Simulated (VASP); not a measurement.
Here is a VASP 6.6.1 calculation.

INCAR

```
SYSTEM = SbMo
  PREC = Accurate
  ENCUT = 600
  EDIFF = 1E-8
  ISMEAR = 0
  SIGMA = 0.05
  LREAL = .FALSE.
  LASPH = .TRUE.
  NELM = 80
  ALGO = Normal
  ISIF = 3
  LWAVE = .FALSE.
  LCHARG = .FALSE.
  GGA = PS
  IBRION = 6
  NFREE = 2
  POTIM = 0.015
  NSW = 1
```

The input KPOINTS:

```
regular mesh
0
G
  10 10 10
  0 0 0
```

File POSCAR:

```
SbMo
1.0
    0.0000000000      2.7253349091      2.7253349091
    2.7253349091      0.0000000000      2.7253349091
    2.7253349091      2.7253349091      0.0000000000
Mo Sb
1 1
Direct
    0.5000000000      0.5000000000      0.5000000000
    0.0000000000      0.0000000000      0.0000000000
```

Potentials or basis: VASP PAW PBE potentials, release 64 (Mo_sv, Sb).

Run with:

```sh
$ cat potpaw_PBE.64/Mo_sv/POTCAR potpaw_PBE.64/Sb/POTCAR > POTCAR
$ mpirun -np 1 vasp_std > vasp.out
```

**Question.** Predict the elastic constants C11, C12, C44.

**Answer.** 332, 43, -48 GPa.

**Question.** Predict the Voigt bulk modulus.

**Answer.** 140 GPa.

**Question.** Predict the highest phonon frequency at Γ, LO-TO splitting left out.

**Answer.** 196 cm⁻¹.

Clamped-ion elastic tensor (GPa):
```
332  43  43   0   0   0
 43 332  43   0   0   0
 43  43 332   0   0   0
  0   0   0 -48   0   0
  0   0   0   0 -48   0
  0   0   0   0   0 -48
```

Caveat: the elastic tensor has a negative eigenvalue, so either the cell is unstable as it stands or the mesh is too thin; the PAW data sets were made with another functional, which shifts forces and pressure a little.
